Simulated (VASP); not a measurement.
KBr: single point with r2SCAN

The system is KBr.

```
K Br
1.0
     3.97632    0.03241    0.00000
     0.03241    3.97632    0.00000
     0.00000    0.00000    3.97632
K Br
1 1
Direct
  0.00000 0.00000 0.00000
  0.50000 0.50000 0.50000
```

This cell differs from its parent crystal: shear xy strain +1.6%.

```json
{"Program": "VASP 6.6.1", "Task": "single point", "Functional": "r2SCAN", "Potentials or basis": "VASP PAW PBE potentials, release 64 (K_sv, Br)", "Cutoff": "520 eV", "k mesh": "6 × 6 × 6", "Occupations": "gaussian, width 0.01 eV", "Spin": "no spin polarisation"}
```

| Property | Result |
| --- | --- |
| Pressure | 0.0 GPa |
| Band gap on the k mesh | 4.77 eV, indirect (least direct gap 5.04 eV) |

Stress tensor (GPa, compression positive):
```
-0.01 -0.10  0.00
-0.10 -0.01  0.00
 0.00  0.00 -0.01
```

Levels at points of the mesh, in eV from the valence-band top:
```
           k point  band 6  band 7  band 8  band 9  band 10  band 11
(0.00, 0.00, 0.00)   -0.29   -0.28   -0.27    4.77     6.35     6.35
(0.50, 0.00, 0.00)   -2.09   -0.26   -0.26    7.40     7.78     8.67
(0.50, 0.50, 0.00)   -1.52   -1.48    0.00    5.85     7.27     8.78
(0.00, 0.00, 0.50)   -2.09   -0.28   -0.23    7.40     7.78     8.67
(0.50, 0.00, 0.50)   -1.50   -1.50    0.00    5.84     7.27     8.79
(0.50, 0.50, 0.50)   -1.57   -1.56   -1.55    8.07     8.15     8.23
```

Wall time 2.8 min on 1 thread of Intel(R) Xeon(R) Platinum 8259CL CPU @ 2.50GHz (Skylake/Cascade Lake) (shared host), peak memory 0.2 GiB.

Caveat: the cell differs from its parent crystal (shear xy strain +1.6%); the PAW data sets were made with another functional, which shifts forces and pressure a little. A k mesh can miss the band edges.
